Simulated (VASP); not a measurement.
# NaBe16 (a cell with a defect) in VASP: relaxation of the atoms with PBE+D3(BJ)

Aim: the relaxation of the atoms of NaBe16 (a cell with a defect) with PBE+D3(BJ).

All numbers are computed with VASP 6.6.1; they aren't measurements. Logs are shortened: lines on timing, memory, paths and dates and some standing lists are left out, and cuts for length are marked.

### Step 1. The cell of the first run

The cell holds a defect, 17 atoms: a = 4.580 Å, b = 3.966 Å, c = 7.177 Å, α = 90.00°, β = 90.00°, γ = 90.00°.

### Step 2. Relaxation of the atoms, PBE+D3(BJ)

Contents of INCAR:

```
PREC     = Accurate       # precision mode
ENCUT    = 520            # plane-wave cutoff, eV
EDIFF    = 1E-6           # SCF threshold, eV
ISMEAR   = 0              # smearing method
SIGMA    = 0.15           # smearing width, eV
LREAL    = Auto         
LASPH    = True           # aspherical terms in the spheres
NELM     = 100            # most SCF steps
ALGO     = Normal         # electronic algorithm
ISIF     = 2              # what is computed and relaxed
LWAVE    = False          # write WAVECAR
LCHARG   = False          # write CHGCAR
GGA      = PE             # functional
IVDW     = 12             # dispersion correction
IBRION   = 2              # ionic algorithm
NSW      = 80             # ionic steps
EDIFFG   = -0.03          # ionic threshold
```

Contents of KPOINTS:

```
Automatic mesh
0
Gamma
  5 6 4
```

Contents of POSCAR:

```
NaBe16
1.0
   -2.2900000000     -3.9663960000      0.0000000000
    3.4350000000     -1.9831980000      0.0000000000
    0.0000000000      0.0000000000      7.1768600000
Be Na
16 1
Direct
    0.7500000000      0.5000000000      0.0000000000
    0.5000000000      0.3333333000      0.2500000000
    0.7500000000      0.5000000000      0.5000000000
    0.5000000000      0.3333333000      0.7500000000
    0.5000000000      0.0000000000      0.0000000000
    0.2500000000      0.8333333000      0.2500000000
    0.5000000000      0.0000000000      0.5000000000
    0.2500000000      0.8333333000      0.7500000000
    0.2500000000      0.5000000000      0.0000000000
    0.0000000000      0.3333333000      0.2500000000
    0.2500000000      0.5000000000      0.5000000000
    0.0000000000      0.3333333000      0.7500000000
    0.0000000000      0.0000000000      0.0000000000
    0.7500000000      0.8333333000      0.2500000000
    0.0000000000      0.0000000000      0.5000000000
    0.7500000000      0.8333333000      0.7500000000
   -0.0033524000      0.6592110000      0.3765024000
```

Potentials or basis: VASP PAW PBE potentials, release 64 (Be, Na_pv).

On the command line:

```console
$ cat potpaw_PBE.64/Be/POTCAR potpaw_PBE.64/Na_pv/POTCAR > POTCAR
$ mpirun -np 1 vasp_std > vasp.out
```

OUTCAR:

```text
PREC = Accurate
   ENCUT = 520
   EDIFF = 1E-6
   ISMEAR = 0
   LREAL = Auto
   LASPH = True
   NELM = 100
   ISIF = 2
   GGA = PE
   IVDW = 12
   IBRION = 2
   NSW = 80
   EDIFFG = -0.03
 IVDW          = 12

 ion  position               nearest neighbor table
   1  0.750  0.500  0.000-  14 2.23  16 2.23   2 2.23   4 2.23  10 2.23  12 2.23   9 2.29  13 2.29
                             5 2.29   9 2.29  13 2.29   5 2.29
   2  0.500  0.333  0.250-   5 2.23   7 2.23   1 2.23   3 2.23   9 2.23  11 2.23  10 2.29  14 2.29
                             6 2.29  10 2.29  14 2.29   6 2.29
   3  0.750  0.500  0.500-  17 1.57  16 2.23  14 2.23   4 2.23   2 2.23  12 2.23  10 2.23  11 2.29
                            15 2.29   7 2.29  11 2.29  15 2.29   7 2.29
   4  0.500  0.333  0.750-   5 2.23   7 2.23   1 2.23   3 2.23   9 2.23  11 2.23  12 2.29  16 2.29
                             8 2.29  12 2.29  16 2.29   8 2.29
   5  0.500  0.000  0.000-   2 2.23   4 2.23   6 2.23   8 2.23  14 2.23  16 2.23   1 2.29  13 2.29
                             9 2.29  13 2.29   9 2.29   1 2.29
   6  0.250  0.833  0.250-  17 1.63  11 2.23   9 2.23   7 2.23   5 2.23  15 2.23  13 2.23   2 2.29
                            14 2.29  10 2.29  14 2.29  10 2.29   2 2.29
   7  0.500  0.000  0.500-   2 2.23   4 2.23   6 2.23   8 2.23  14 2.23  16 2.23  15 2.29   3 2.29
                            11 2.29  15 2.29  11 2.29   3 2.29
   8  0.250  0.833  0.750-   9 2.23  11 2.23   5 2.23   7 2.23  13 2.23  15 2.23   4 2.29  16 2.29
                            12 2.29  16 2.29  12 2.29   4 2.29
   9  0.250  0.500  0.000-   6 2.23   8 2.23  10 2.23  12 2.23   2 2.23   4 2.23   1 2.29   5 2.29
                            13 2.29   1 2.29  13 2.29   5 2.29
  10  0.000  0.333  0.250-  17 1.58  15 2.23  13 2.23  11 2.23   9 2.23   3 2.23   1 2.23   6 2.29
                             2 2.29  14 2.29   2 2.29  14 2.29   6 2.29
  11  0.250  0.500  0.500-  17 1.59   8 2.23   6 2.23  12 2.23  10 2.23   4 2.23   2 2.23   3 2.29
                             7 2.29  15 2.29   3 2.29  15 2.29   7 2.29
  12  0.000  0.333  0.750-  13 2.23  15 2.23   9 2.23  11 2.23   1 2.23   3 2.23   4 2.29   8 2.29
                            16 2.29   4 2.29  16 2.29   8 2.29
  13  0.000  0.000  0.000-  10 2.23  12 2.23  14 2.23  16 2.23   6 2.23   8 2.23   5 2.29   9 2.29
                             1 2.29   5 2.29   9 2.29   1 2.29
  14  0.750  0.833  0.250-  17 1.61   3 2.23   1 2.23  15 2.23  13 2.23   7 2.23   5 2.23  10 2.29
                             6 2.29   2 2.29   6 2.29  10 2.29   2 2.29
  15  0.000  0.000  0.500-  17 1.62  12 2.23  10 2.23  16 2.23  14 2.23   8 2.23   6 2.23   7 2.29
                            11 2.29   3 2.29   7 2.29  11 2.29   3 2.29
  16  0.750  0.833  0.750-   1 2.23   3 2.23  13 2.23  15 2.23   5 2.23   7 2.23   8 2.29  12 2.29
                             4 2.29   8 2.29  12 2.29   4 2.29
  17  0.997  0.659  0.377-   3 1.57  10 1.58  11 1.59  14 1.61  15 1.62   6 1.63

  LATTYP: Found a simple orthorhombic cell.
 ALAT       =     3.9663962620
 B/A-ratio  =     1.1547004875
 C/A-ratio  =     1.8094157835

  Lattice vectors:

 A1 = (  -3.4350000000,   1.9831980000,   0.0000000000)
 A2 = (  -2.2900000000,  -3.9663960000,   0.0000000000)
 A3 = (   0.0000000000,   0.0000000000,   7.1768600000)

Analysis of symmetry for initial positions (statically):
=====================================================================
 Subroutine PRICEL returns:
 Original cell was already a primitive cell.

 Routine SETGRP: Setting up the symmetry group for a
 simple orthorhombic supercell.
[... 163 lines left out ...]
   EFERMI =   0.00;   METHOD = LEGACY
   ISMEAR =     0;   SIGMA  =   0.15  broadening in eV -4-tet -1-fermi 0-gaus
   EFERMI_NEDOS =   21; number of points for ismear=-14 and -15
   IALGO  =     38    algorithm
   IMIX   =      4    mixing-type and parameters
     AMIX     =   0.40;   BMIX     =  1.00
     AMIX_MAG =   1.60;   BMIX_MAG =  1.00
  volume/ion in A,a.u.               =       7.67        51.75
  Fermi-wavevector in a.u.,A,eV,Ry     =   1.094875  2.069013 16.309988  1.198750
  Thomas-Fermi vector in A             =   2.231188
   LORBIT       =      0    0 simple, 1 ext, 2 COOP (PROOUT), +10 PAW based schemes
   GGA     = PE    functional components
   LHFCALC =     F    Hartree Fock is set to
   AEXX    =    0.0000 exact exchange contribution
   IVDW    =    12    specifies the selected vdW correction
   LEPSILON=     F    determine dielectric tensor
   LRPA    =     F    only Hartree local field effects (RPA)
 conjugate gradient relaxation of ions
 non-spin polarized calculation
 Gauss-broadening in eV      SIGMA  =   0.15
  energy-cutoff  :      520.00
  volume of cell :      130.38
 maximum number of plane-waves:      3532
 NGX is ok and might be reduce to    36
   NGX = 17   NGY = 15   NGZ = 27

--------------------------------------- Ionic step        1  -------------------------------------------

 number of electron      39.0000001 magnetization

 Free energy of the ion-electron system (eV)
  ---------------------------------------------------
  ext. energy  EPLUGINS =         0.00000000
  ---------------------------------------------------
  free energy    TOTEN  =       -40.99134839 eV

  energy without entropy =      -40.97887000  energy(sigma->0) =      -40.98510920

------------------------ aborting loop because EDIFF is reached ----------------------------------------

 Edisp (eV)   -6.53445

 E8    (eV) :    -2.3412
[... 150 lines left out ...]
  FREE ENERGIE OF THE ION-ELECTRON SYSTEM (eV)
  ---------------------------------------------------
  free  energy   TOTEN  =       -56.7224996082 eV

  energy  without entropy=      -56.7031737529  energy(sigma->0) =      -56.71283668

[... ionic steps 4 to 47 ...]

--------------------------------------- Ionic step       48  -------------------------------------------

 number of electron      39.0000004 magnetization

------------------------ aborting loop because EDIFF is reached ----------------------------------------
[... 105 lines left out ...]
--------------------------------------- Ionic step       50  -------------------------------------------

 number of electron      39.0000004 magnetization

 Free energy of the ion-electron system (eV)
  ---------------------------------------------------
  ext. energy  EPLUGINS =         0.00000000
  ---------------------------------------------------
  free energy    TOTEN  =       -52.42991614 eV

  energy without entropy =      -52.40708169  energy(sigma->0) =      -52.41849892

 E-fermi :   7.3091     XC(G=0): -10.7848

 val. band max:        7.3068325370   @ k =   0.4000   0.0000   0.2500
 cond. band min:       7.3218982085   @ k =   0.4000   0.1667   0.2500
 fundamental gap:      0.0150656715
 Fermi energy:         7.3091144596

 k-point     1 :       0.0000    0.0000    0.0000
  band No.  band energies     occupation
      1     -17.6957      2.00000
      2     -17.6349      2.00000
      3     -17.6270      2.00000
      4      -3.9255      2.00000
      5      -1.8818      2.00000
      6      -1.7062      2.00000
[... 733 lines left out ...]
     27      10.6038      0.00000
     28      11.3127      0.00000

 [... further k-points ...]

------------------------ aborting loop because EDIFF is reached ----------------------------------------

 Edisp (eV)   -6.53323

 E8    (eV) :    -2.3412
[... 40 lines left out ...]
  FREE ENERGIE OF THE ION-ELECTRON SYSTEM (eV)
  ---------------------------------------------------
  free  energy   TOTEN  =       -58.9631418022 eV

  energy  without entropy=      -58.9403073442  energy(sigma->0) =      -58.95172457

 reached required accuracy - stopping structural energy minimisation
```

CONTCAR:

```text
NaBe16
   1.00000000000000
    -2.2900000000000000   -3.9663960000000000    0.0000000000000000
     3.4350000000000001   -1.9831980000000000    0.0000000000000000
     0.0000000000000000    0.0000000000000000    7.1768599999999996
  Be              Na
    16     1
Direct
     0.7554994812681569    0.4769269854882587    0.0343787099967054
     0.4640244097292367    0.3975916620842960    0.2954845753504782
     0.6976834073458543    0.2952728056225194    0.5563624302831264
     0.5108637842010456    0.3930397139892684    0.7936974094449458
     0.5109083992956190    0.9394197541701720    0.9561713461302853
     0.2925375738364043    0.8321620652128846    0.2020016974027537
[... 9 lines left out ...]
     0.7547287874780111    0.8564457459583064    0.7160835361072717
     0.8905330960521047    0.6669229759642632    0.3758562717097602

  0.00000000E+00  0.00000000E+00  0.00000000E+00
  0.00000000E+00  0.00000000E+00  0.00000000E+00
  0.00000000E+00  0.00000000E+00  0.00000000E+00
  0.00000000E+00  0.00000000E+00  0.00000000E+00
  0.00000000E+00  0.00000000E+00  0.00000000E+00
  0.00000000E+00  0.00000000E+00  0.00000000E+00
[... 9 lines left out ...]
  0.00000000E+00  0.00000000E+00  0.00000000E+00
  0.00000000E+00  0.00000000E+00  0.00000000E+00
```

Run time: 67 min. Hardware: 1 thread of Intel Xeon 6975P-C (Granite Rapids), shared host; peak memory 0.4 GiB.

Results:

| Item | Value |
| --- | --- |
| Free energy | -58.9631 eV |
| Energy gained by relaxing | 672.8 meV/atom |
| Ionic steps | 50 |
| Pressure after relaxing | 16.8 GPa |
| Largest force after relaxing | 0.019 eV/Å |
| Band gap on the k mesh | zero (an odd number of electrons rules out a gap without spin polarisation) |
| Dispersion energy per atom | -0.384 eV |

Forces in eV/Å, atoms in the order of the input:
```
Be   0.006  0.003  0.001
Be  -0.009  0.011  0.007
Be  -0.009 -0.003  0.008
Be  -0.001  0.014 -0.002
Be   0.009  0.011 -0.003
Be   0.000 -0.005  0.006
Be   0.004 -0.016 -0.008
Be  -0.003  0.003 -0.008
Be   0.005 -0.006  0.004
Be   0.007 -0.003 -0.001
Be   0.003  0.000  0.003
Be   0.008 -0.009 -0.014
Be  -0.012  0.007  0.012
Be   0.011 -0.010 -0.005
Be  -0.004 -0.003 -0.001
Be  -0.009  0.011 -0.005
Na  -0.004 -0.002  0.004
```

Stress tensor (GPa, compression positive):
```
13.36  1.48  3.77
 1.48 14.94 -2.16
 3.77 -2.16 22.06
```

Step by step:
```tsv
step	energy change (eV)	largest force (eV/Å)	pressure (GPa)
1	0.0000	9.8458	22.59
3	-9.1967	2.3337	16.28
5	-9.8580	1.1657	15.77
7	-10.3174	1.0503	16.50
9	-10.4683	1.1171	17.27
11	-10.5459	0.2688	16.93
13	-10.5727	0.2090	16.94
15	-10.5819	0.1265	17.05
17	-10.5904	0.1357	17.13
19	-10.5989	0.1389	17.16
21	-10.6072	0.1193	17.12
23	-10.6180	0.3804	17.05
25	-10.6513	0.4619	17.02
27	-10.8526	0.9812	17.05
29	-10.8625	1.0561	17.09
31	-10.8699	1.1839	17.17
33	-10.8796	1.2577	17.29
35	-10.9082	1.1605	17.26
37	-11.0197	0.7463	17.18
39	-11.1812	1.0082	17.38
41	-11.3401	0.6909	17.20
43	-11.4064	0.3260	16.91
45	-11.4317	0.1305	16.79
47	-11.4358	0.0658	16.78
49	-11.4370	0.0388	16.78
50	-11.4373	0.0186	16.79
```

Final structure:
```
Be Na
1.0
    -2.29000   -3.96640    0.00000
     3.43500   -1.98320    0.00000
     0.00000    0.00000    7.17686
Be Na
16 1
Direct
  0.75550 0.47693 0.03438
  0.46402 0.39759 0.29548
  0.69768 0.29527 0.55636
  0.51086 0.39304 0.79370
  0.51091 0.93942 0.95617
  0.29254 0.83216 0.20200
  0.46105 0.93713 0.45324
  0.26233 0.86531 0.73738
  0.26202 0.46527 0.01277
  0.06678 0.25292 0.23358
  0.29356 0.49901 0.54694
  0.00507 0.35979 0.76752
  0.00544 0.97371 0.98269
  0.69811 0.03578 0.19340
  0.06551 0.07918 0.51895
  0.75473 0.85645 0.71608
  0.89053 0.66692 0.37586
```
